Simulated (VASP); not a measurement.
# Rh (P6_3/mmc) in VASP: notebook

Runs on Rh. Level: r2SCAN. Tasks: single point.

Program: VASP 6.6.1. These are calculated values, not measurements. Logs are shortened: lines on timing, memory, paths and dates and some standing lists are left out, and cuts for length are marked.

**1. The cell of the first run**

Symmetry: P6_3/mmc, No. 194, hexagonal system. Conventional cell: a = 2.731 Å, b = 2.731 Å, c = 4.428 Å, α = 90.00°, β = 90.00°, γ = 120.00°. Rh (site symmetry -6m2) has 12 Rh at 2.72 to 2.73 Å within 3.6 Å.

**2. Single point, r2SCAN**

File POSCAR:

```
Rh
1.0
    2.7309790422      0.0000000000      0.0000000000
   -1.3654895211      2.3650972278      0.0000000000
    0.0000000000      0.0000000000      4.4284890000
Rh
2
Direct
    0.6666666700      0.3333333300      0.7500000000
    0.3333333300      0.6666666700      0.2500000000
```

File INCAR.step1:

```
  ALGO = Normal
  EDIFF = 1E-4
  ENCUT = 520
  GGA = PE
  ISMEAR = 0
  LASPH = T
  LCHARG = F
  LREAL = F
  LWAVE = T
  NBANDS = 22
  NELM = 100
  PREC = Accurate
  SIGMA = 0.1
```

File INCAR.step2:

```
  ALGO = Normal
  EDIFF = 1E-7
  ENCUT = 520
  ISIF = 2
  ISMEAR = 0
  ISTART = 1
  LASPH = T
  LCHARG = F
  LMIXTAU = T
  LREAL = F
  LWAVE = F
  METAGGA = R2SCAN
  NBANDS = 22
  NELM = 100
  PREC = Accurate
  SIGMA = 0.1
```

File KPOINTS:

```
k-points
0
Gamma
  9 9 4
```

Potentials or basis: VASP PAW PBE potentials, release 64 (Rh_pv).

Run with:

```console
cat potpaw_PBE.64/Rh_pv/POTCAR > POTCAR
cp INCAR.step1 INCAR
mpirun -np 1 vasp_std > vasp.out
cp INCAR.step2 INCAR
mpirun -np 1 vasp_std > vasp.out
```

OUTCAR:

```text
EDIFF = 1E-7
   ENCUT = 520
   ISIF = 2
   ISMEAR = 0
   ISTART = 1
   LASPH = T
   LREAL = F
   METAGGA = R2SCAN
   NELM = 100
   PREC = Accurate

 ion  position               nearest neighbor table
   1  0.667  0.333  0.750-   2 2.72   2 2.72   2 2.72   2 2.72   2 2.72   2 2.72
   2  0.333  0.667  0.250-   1 2.72   1 2.72   1 2.72   1 2.72   1 2.72   1 2.72

  LATTYP: Found a hexagonal cell.
 ALAT       =     2.7309790422
 C/A-ratio  =     1.6215756077

  Lattice vectors:

 A1 = (   2.7309790422,   0.0000000000,   0.0000000000)
 A2 = (  -1.3654895211,   2.3650972278,   0.0000000000)
 A3 = (   0.0000000000,   0.0000000000,   4.4284890000)

Analysis of symmetry for initial positions (statically):
=====================================================================
 Subroutine PRICEL returns:
 Original cell was already a primitive cell.

 Routine SETGRP: Setting up the symmetry group for a
 hexagonal supercell.

 Subroutine GETGRP returns: Found 24 space group operations
 (whereof 12 operations were pure point group operations)
 out of a pool of 24 trial point group operations.

The static configuration has the point symmetry D_3d.
 The point group associated with its full space group is D_6h.

Analysis of symmetry for dynamics (positions and initial velocities):
=====================================================================
 Subroutine PRICEL returns:
 Original cell was already a primitive cell.

 Routine SETGRP: Setting up the symmetry group for a
 hexagonal supercell.

 Subroutine GETGRP returns: Found 24 space group operations
 (whereof 12 operations were pure point group operations)
 out of a pool of 24 trial point group operations.

The dynamic configuration has the point symmetry D_3d.
 The point group associated with its full space group is D_6h.

 Subroutine INISYM returns: Found 24 space group operations
 (whereof 12 operations are pure point group operations),
 and found     1 'primitive' translations

----------------------------------------------------------------------------------------

                                     Primitive cell

  volume of cell :      28.6037

  direct lattice vectors                    reciprocal lattice vectors
     2.730979042  0.000000000  0.000000000     0.366169049  0.211407799  0.000000000
[... 74 lines left out ...]
   NGX,Y,Z   is equivalent  to a cutoff of  12.17, 12.17, 13.51 a.u.
   NGXF,Y,Z  is equivalent  to a cutoff of  24.35, 24.35, 27.03 a.u.
 SYSTEM =  unknown system
   PREC   = accura    normal or accurate (medium, high low for compatibility)
   ISTART =      1    job   : 0-new  1-cont  2-samecut
   ICHARG =      0    charge: 1-file 2-atom 10-const
   ISPIN  =      1    spin polarized calculation?
   LNONCOLLINEAR =      F non collinear calculations
   LSORBIT =      F    spin-orbit coupling
   LASPH  =      T    aspherical Exc in radial PAW
   ENCUT  =  520.0 eV  38.22 Ry    6.18 a.u.   5.08  5.08  8.23*2*pi/ulx,y,z
   NELM   =    100;   NELMIN=  2; NELMDL=  0     # of ELM steps
   EDIFF  = 0.1E-06   stopping-criterion for ELM
   LREAL  =      F    real-space projection
   EDIFFG = 0.1E-05   stopping-criterion for IOM
   NSW    =      0    number of steps for IOM
   IBRION =     -1    ionic relax: 0-MD 1-quasi-New 2-CG
   NFREE  =      0    steps in history (QN), initial steepest desc. (CG)
   ISIF   =      2    stress and relaxation
   ISYM   =      2    0-nonsym 1-usesym 2-fastsym
   POTIM  = 0.5000    time-step for ionic-motion
   TEBEG  =    0.0;   TEEND  =   0.0 temperature during run
   PSTRESS=    0.0 pullay stress
   NELECT =      30.0000    total number of electrons
   NUPDOWN=      -1.0000    fix difference up-down
   EMIN   =  10.00;   EMAX   =-10.00  energy-range for DOS
   EFERMI =   0.00;   METHOD = LEGACY
   ISMEAR =     0;   SIGMA  =   0.10  broadening in eV -4-tet -1-fermi 0-gaus
   EFERMI_NEDOS =   21; number of points for ismear=-14 and -15
   IALGO  =     38    algorithm
   IMIX   =      4    mixing-type and parameters
     AMIX     =   0.40;   BMIX     =  1.00
     AMIX_MAG =   1.60;   BMIX_MAG =  1.00
  volume/ion in A,a.u.               =      14.30        96.51
  Fermi-wavevector in a.u.,A,eV,Ry     =   1.663314  3.143208 37.642066  2.766614
  Thomas-Fermi vector in A             =   2.750053
   LORBIT       =      0    0 simple, 1 ext, 2 COOP (PROOUT), +10 PAW based schemes
   METAGGA = R2SCAN    functional components
   LHFCALC =     F    Hartree Fock is set to
   AEXX    =    0.0000 exact exchange contribution
   IVDW    =     0    specifies the selected vdW correction
   LEPSILON=     F    determine dielectric tensor
   LRPA    =     F    only Hartree local field effects (RPA)
 non-spin polarized calculation
 Gauss-broadening in eV      SIGMA  =   0.10
  energy-cutoff  :      520.00
  volume of cell :       28.60
 maximum number of plane-waves:       785
   NGX = 11   NGY = 11   NGZ = 17

 number of electron      30.0000009 magnetization

 Free energy of the ion-electron system (eV)
  ---------------------------------------------------
  ext. energy  EPLUGINS =         0.00000000
  ---------------------------------------------------
  free energy    TOTEN  =       -48.19457723 eV

  energy without entropy =      -48.18278181  energy(sigma->0) =      -48.18867952

 E-fermi :  11.0373     XC(G=0): -14.9169

 val. band max:       11.0166896416   @ k =   0.3333   0.3333   0.0000
 cond. band min:      11.1063920254   @ k =   0.2222   0.1111   0.5000
 fundamental gap:      0.0897023838
 Fermi energy:        11.0373298074

 k-point     1 :       0.0000    0.0000    0.0000
  band No.  band energies     occupation
      1     -37.3869      2.00000
      2     -36.7833      2.00000
      3     -36.7832      2.00000
      4     -36.6883      2.00000
      5     -36.6835      2.00000
      6     -36.6835      2.00000
[... 589 lines left out ...]
     21      23.1483      0.00000
     22      23.1483      0.00000

 [... further k-points ...]
[... 5 lines left out ...]
  --------------------------------------------------------------------------------------
  -------------------------------------------------------------------------------------
  Total       -1.5563532     -1.5563532     -1.7860546     -0.0000000      0.0000000      0.0000000
  in kB      -87.1757744    -87.1757744   -100.0420041     -0.0000000      0.0000000      0.0000000
  external PRESSURE =     -91.4645176 kB  Pullay stress =       0.0000000 kB

 VOLUME and BASIS-vectors are now :
 -----------------------------------------------------------------------------
  energy-cutoff  :      520.00
  volume of cell :       28.60
      direct lattice vectors                 reciprocal lattice vectors
     2.730979042  0.000000000  0.000000000     0.366169049  0.211407799  0.000000000
    -1.365489521  2.365097228  0.000000000     0.000000000  0.422815599  0.000000000
     0.000000000  0.000000000  4.428489000     0.000000000  0.000000000  0.225810655

 POSITION                                       TOTAL-FORCE (eV/Angst)
 -----------------------------------------------------------------------------------
      1.36549      0.78837      3.32137        -0.000000      0.000000      0.000000
     -0.00000      1.57673      1.10712         0.000000     -0.000000      0.000000
 -----------------------------------------------------------------------------------
    total drift:                               -0.000005      0.000003     -0.000000

  FREE ENERGIE OF THE ION-ELECTRON SYSTEM (eV)
  ---------------------------------------------------
  free  energy   TOTEN  =       -48.1945772321 eV

  energy  without entropy=      -48.1827818115  energy(sigma->0) =      -48.18867952
```

OUTCAR.step1:

```text
EDIFF = 1E-4
   ENCUT = 520
   GGA = PE
   ISMEAR = 0
   LASPH = T
[... 823 lines left out ...]
 -----------------------------------------------------------------------------------
      1.36549      0.78837      3.32137        -0.000000     -0.000000      0.000000
     -0.00000      1.57673      1.10712         0.000000      0.000000      0.000000
 -----------------------------------------------------------------------------------
    total drift:                               -0.000005      0.000003     -0.000000

  FREE ENERGIE OF THE ION-ELECTRON SYSTEM (eV)
  ---------------------------------------------------
  free  energy   TOTEN  =       -14.4752125618 eV

  energy  without entropy=      -14.4634526906  energy(sigma->0) =      -14.46933263
```

OSZICAR.step1:

```text
N       E                     dE             d eps       ncg     rms          rms(c)
DAV:   1     0.328579562276E+03    0.32858E+03   -0.19089E+04  1584   0.158E+03
DAV:   2    -0.840215328917E+01   -0.33698E+03   -0.32478E+03  1644   0.473E+02
DAV:   3    -0.154192298579E+02   -0.70171E+01   -0.69766E+01  1842   0.772E+01
DAV:   4    -0.154668266138E+02   -0.47597E-01   -0.47592E-01  1796   0.633E+00
DAV:   5    -0.154675530141E+02   -0.72640E-03   -0.72640E-03  1818   0.826E-01    0.131E+01
DAV:   6    -0.145085064119E+02    0.95905E+00   -0.22641E+00  1734   0.161E+01    0.440E+00
DAV:   7    -0.144811227133E+02    0.27384E-01   -0.40029E-02  1818   0.176E+00    0.210E+00
DAV:   8    -0.144755856476E+02    0.55371E-02   -0.77358E-03  1662   0.991E-01    0.341E-01
DAV:   9    -0.144752066438E+02    0.37900E-03   -0.32245E-04  1632   0.211E-01    0.182E-02
DAV:  10    -0.144752125618E+02   -0.59180E-05   -0.94155E-06   870   0.304E-02
   1 F= -.14475213E+02 E0= -.14469333E+02  d E =-.117599E-01
```

Wall time 38 s (1 thread of Intel Xeon 6975P-C (Granite Rapids), shared host); peak memory 0.15 GiB.

What came out:

```yaml
Free_energy: -48.1946 eV
Pressure: -9.1 GPa
Band_gap_on_the_k_mesh: zero (band 15 reaches 11.68 eV, above the bottom of band 16 at 9.65 eV)
```

Caveat: the PAW data sets were made with another functional, which shifts forces and pressure a little.

**3. Single point, r2SCAN**

POSCAR is that of step 2.

File INCAR.step1:

```
  ALGO = Normal
  EDIFF = 1E-5
  ENCUT = 580
  GGA = PE
  GGA_COMPAT = F
  ISMEAR = 0
  LASPH = T
  LCHARG = F
  LREAL = F
  LWAVE = T
  NBANDS = 24
  NELM = 120
  PREC = Accurate
  SIGMA = 0.1
```

File INCAR.step2:

```
  ALGO = Normal
  EDIFF = 1E-6
  ENCUT = 580
  GGA_COMPAT = F
  ISIF = 2
  ISMEAR = 0
  ISTART = 1
  LASPH = T
  LCHARG = F
  LMIXTAU = T
  LREAL = F
  LWAVE = F
  METAGGA = R2SCAN
  NBANDS = 24
  NELM = 120
  PREC = Accurate
  SIGMA = 0.1
```

KPOINTS is that of step 2.

Potentials or basis: VASP PAW PBE potentials, release 64 (Rh_sv_GW).

Run with:

```console
cat potpaw_PBE.64/Rh_sv_GW/POTCAR > POTCAR
cp INCAR.step1 INCAR
mpirun -np 1 vasp_std > vasp.out
cp INCAR.step2 INCAR
mpirun -np 1 vasp_std > vasp.out
```

It took 69 s on 1 thread of Intel Xeon 6975P-C (Granite Rapids), shared host; peak memory 0.18 GiB.

It converged, with:

* Free energy: -46.4759 eV
* Pressure: -11.6 GPa
* Band gap on the k mesh: zero (band 17 reaches 10.68 eV, above the bottom of band 18 at 8.65 eV)

Stress tensor (GPa, compression positive):
```
-11.14   0.00   0.00
  0.00 -11.14   0.00
  0.00   0.00 -12.49
```

Levels at points of the mesh, in eV from the Fermi level:
```csv
k point,band 14,band 15,band 16,band 17,band 18,band 19,band 20,band 21
"(0.00, 0.00, 0.00)",-2.39,-2.39,-1.78,-1.78,0.20,0.20,0.98,8.72
"(0.00, 0.00, 0.50)",-2.99,-2.99,-2.99,-0.36,-0.36,-0.36,-0.36,15.33
```

Caveat: the PAW data sets were made with another functional, which shifts forces and pressure a little.

**4. Single point, r2SCAN**

This run uses another cell than the first one, of 13.76 Å³/atom, 0.962 times its volume.

File POSCAR:

```
Rh
1.0
    2.7010397168      0.0000000000      0.0000000000
   -1.3505198584      2.3391690114      0.0000000000
    0.0000000000      0.0000000000      4.3568285624
Rh
2
Direct
    0.6666666667      0.3333333333      0.7500000000
    0.3333333333      0.6666666667      0.2500000000
```

File INCAR.step1:

```
PREC = Accurate
ENCUT = 520
ISMEAR = 0
SIGMA = 0.1
LREAL = F
LASPH = T
NELM = 100
NBANDS = 22
GGA = PE
ALGO = Normal
EDIFF = 1E-4
LWAVE = T
LCHARG = F
```

File INCAR.step2:

```
PREC = Accurate
ENCUT = 520
EDIFF = 1E-6
ISMEAR = 0
SIGMA = 0.1
LREAL = F
LASPH = T
NELM = 100
ALGO = Normal
ISIF = 2
LWAVE = F
LCHARG = F
METAGGA = R2SCAN
LMIXTAU = T
NBANDS = 22
ISTART = 1
```

File KPOINTS:

```
regular mesh
0
Gamma
  24 24 14
```

Potentials or basis: VASP PAW PBE potentials, release 64 (Rh_pv).

Run with:

```console
cat potpaw_PBE.64/Rh_pv/POTCAR > POTCAR
cp INCAR.step1 INCAR
mpirun -np 1 vasp_std > vasp.out
cp INCAR.step2 INCAR
mpirun -np 1 vasp_std > vasp.out
```

OUTCAR:

```text
PREC = Accurate
   ENCUT = 520
   EDIFF = 1E-6
   ISMEAR = 0
   LREAL = F
   LASPH = T
   NELM = 100
   ISIF = 2
   METAGGA = R2SCAN
   ISTART = 1

 ion  position               nearest neighbor table
   1  0.667  0.333  0.750-   2 2.68   2 2.68   2 2.68   2 2.68   2 2.68   2 2.68
   2  0.333  0.667  0.250-   1 2.68   1 2.68   1 2.68   1 2.68   1 2.68   1 2.68

  LATTYP: Found a hexagonal cell.
 ALAT       =     2.7010397168
 C/A-ratio  =     1.6130190664

  Lattice vectors:

 A1 = (   2.7010397168,   0.0000000000,   0.0000000000)
[... 190 lines left out ...]
      2     -36.1640      2.00000
      3     -36.1640      2.00000
      4     -36.0578      2.00000
      5     -36.0476      2.00000
      6     -36.0476      2.00000
[... 589 lines left out ...]
     21      25.3377      0.00000
     22      26.8163      0.00000

 [... further k-points ...]
[... 5 lines left out ...]
  --------------------------------------------------------------------------------------
  -------------------------------------------------------------------------------------
  Total        0.2076217      0.2076217      0.2147972     -0.0000000      0.0000000      0.0000000
  in kB       12.0842633     12.0842633     12.5019037     -0.0000000      0.0000000      0.0000000
  external PRESSURE =      12.2234768 kB  Pullay stress =       0.0000000 kB

 VOLUME and BASIS-vectors are now :
 -----------------------------------------------------------------------------
  energy-cutoff  :      520.00
  volume of cell :       27.53
      direct lattice vectors                 reciprocal lattice vectors
     2.701039717  0.000000000  0.000000000     0.370227803  0.213751122  0.000000000
    -1.350519858  2.339169011  0.000000000     0.000000000  0.427502243  0.000000000
     0.000000000  0.000000000  4.356828562     0.000000000  0.000000000  0.229524753

 POSITION                                       TOTAL-FORCE (eV/Angst)
 -----------------------------------------------------------------------------------
      1.35052      0.77972      3.26762         0.000000      0.000000      0.000000
     -0.00000      1.55945      1.08921        -0.000000     -0.000000      0.000000
 -----------------------------------------------------------------------------------
    total drift:                                0.000000     -0.000000      0.000000

  FREE ENERGIE OF THE ION-ELECTRON SYSTEM (eV)
  ---------------------------------------------------
  free  energy   TOTEN  =       -48.1909473797 eV

  energy  without entropy=      -48.1750695792  energy(sigma->0) =      -48.18300848
```

OUTCAR.step1:

```text
PREC = Accurate
   ENCUT = 520
   ISMEAR = 0
   LREAL = F
   LASPH = T
[... 824 lines left out ...]
 -----------------------------------------------------------------------------------
      1.35052      0.77972      3.26762         0.000000     -0.000000      0.000000
     -0.00000      1.55945      1.08921        -0.000000      0.000000      0.000000
 -----------------------------------------------------------------------------------
    total drift:                                0.000000     -0.000000      0.000000

  FREE ENERGIE OF THE ION-ELECTRON SYSTEM (eV)
  ---------------------------------------------------
  free  energy   TOTEN  =       -14.4363087835 eV

  energy  without entropy=      -14.4198844516  energy(sigma->0) =      -14.42809662
```

OSZICAR.step1:

```text
N       E                     dE             d eps       ncg     rms          rms(c)
DAV:   1     0.328001423415E+03    0.32800E+03   -0.19061E+04 21528   0.159E+03
DAV:   2    -0.814714264906E+01   -0.33615E+03   -0.32441E+03 22252   0.475E+02
DAV:   3    -0.153561789479E+02   -0.72090E+01   -0.71663E+01 24988   0.782E+01
DAV:   4    -0.154040542625E+02   -0.47875E-01   -0.47870E-01 24084   0.643E+00
DAV:   5    -0.154048004062E+02   -0.74614E-03   -0.74614E-03 25158   0.831E-01    0.145E+01
DAV:   6    -0.144753087417E+02    0.92949E+00   -0.21198E+00 23812   0.157E+01    0.515E+00
DAV:   7    -0.144424348930E+02    0.32874E-01   -0.50066E-02 24934   0.203E+00    0.229E+00
DAV:   8    -0.144366752018E+02    0.57597E-02   -0.84692E-03 22408   0.104E+00    0.372E-01
DAV:   9    -0.144363020141E+02    0.37319E-03   -0.29506E-04 22930   0.203E-01    0.222E-02
DAV:  10    -0.144363087835E+02   -0.67694E-05   -0.92511E-06 11774   0.302E-02
   1 F= -.14436309E+02 E0= -.14428097E+02  d E =-.164243E-01
```

It took 21 min on 1 thread of Oxide Virtual Turin-like, shared host; peak memory 0.29 GiB.

Results:

- Free energy: -48.1909 eV
- Pressure: 1.2 GPa
- Band gap on the k mesh: zero (band 15 reaches 12.49 eV, above the bottom of band 16 at 9.99 eV)

Levels at points of the mesh, in eV from the Fermi level:
```csv
k point,band 11,band 12,band 13,band 14,band 15,band 16,band 17,band 18,band 19,band 20
"(0.00, 0.00, 0.00)",-3.15,-2.61,-2.61,-2.02,-2.02,0.13,0.13,0.90,9.10,16.63
"(0.50, 0.00, 0.00)",-2.80,-2.31,-2.19,0.42,0.64,0.74,3.19,5.41,10.90,11.35
"(0.00, 0.00, 0.50)",-3.28,-3.28,-3.28,-3.28,-0.47,-0.47,-0.47,-0.47,15.57,15.57
"(0.50, 0.00, 0.50)",-1.76,-1.76,-0.30,-0.30,0.61,0.61,2.86,2.86,9.80,9.80
```

Caveat: the PAW data sets were made with another functional, which shifts forces and pressure a little.

**5. The runs side by side**

| potentials or basis | cell | k mesh | cutoff (eV) | second run | gap on the mesh (eV) | pressure (GPa) |
| --- | --- | --- | --- | --- | --- | --- |
| VASP PAW PBE potentials, release 64 (Rh_pv) | a = 2.731, b = 2.731, c = 4.428 Å, angles 90.0, 90.0, 120.0°, 2 atoms | 9 × 9 × 4 | 520 | - | none | -9.1 |
| VASP PAW PBE potentials, release 64 (Rh_sv_GW) | a = 2.731, b = 2.731, c = 4.428 Å, angles 90.0, 90.0, 120.0°, 2 atoms | 9 × 9 × 4 | 580 | valence_matched | none | -11.6 |
| VASP PAW PBE potentials, release 64 (Rh_pv) | a = 2.701, b = 2.701, c = 4.357 Å, angles 90.0, 90.0, 120.0°, 2 atoms | 24 × 24 × 14 | 520 | - | none | 1.2 |

Alike in all rows: task single point; level r2SCAN; no spin polarisation; smearing gaussian 0.1 eV.

Caveats: the PAW data sets were made with another functional, which shifts forces and pressure a little.

Absolute energies hang on the potentials; compare differences alone.
